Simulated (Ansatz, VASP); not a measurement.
**Ni: VASP beside Ansatz**

```
Ni
1.0
     2.48804    0.00000    0.00000
     0.00000    3.51862    0.00000
     0.00000    0.00000   18.48800
Ni
3
Direct
  0.00000 0.00000 0.43769
  0.50000 0.50000 0.50000
  0.00000 0.00000 0.56231
```

Alike in both runs: task single point; functional revPBE; k mesh 15 × 10 × 1; occupations fermi-dirac, width 0.05 eV; collinear spin.

```csv
,VASP,Ansatz
version,VASP 6.6.1,Ansatz 0.2.0
potentials or method,"VASP PAW PBE potentials, release 64 (Ni)","PAW with Ansatz's default frozen-core files, scalar-relativistic"
plane-wave cutoff (eV),520,420
valence electrons in the cell,30,54
```

|  | VASP | Ansatz | Ansatz less VASP |
| --- | --- | --- | --- |
| gap on the k mesh at the Fermi level (eV) | none | none | - |
| rms of the force components (eV/Å) | 0.094 | 0.095 | +0.0015 |
| net moment per atom (μB) | 0.77 | 0.78 | +0.011 |
| size of the moment on the site where the two differ most (μB) | 0.66 | 0.70 | +0.043 |

VASP's potentials were made for PBE, not for revPBE. Site moments also hang on the region over which each program counts them. Atom by atom the forces differ by 0.002 eV/Å (rms over components). A gap of «none» marks a metal or a gap that the smearing closes. VASP's potentials hold 30 valence electrons a cell and Ansatz's 54, so a difference there can come from the potentials and not from the codes. Ansatz's warnings: slab cell height set, xc potential rough in thin density.
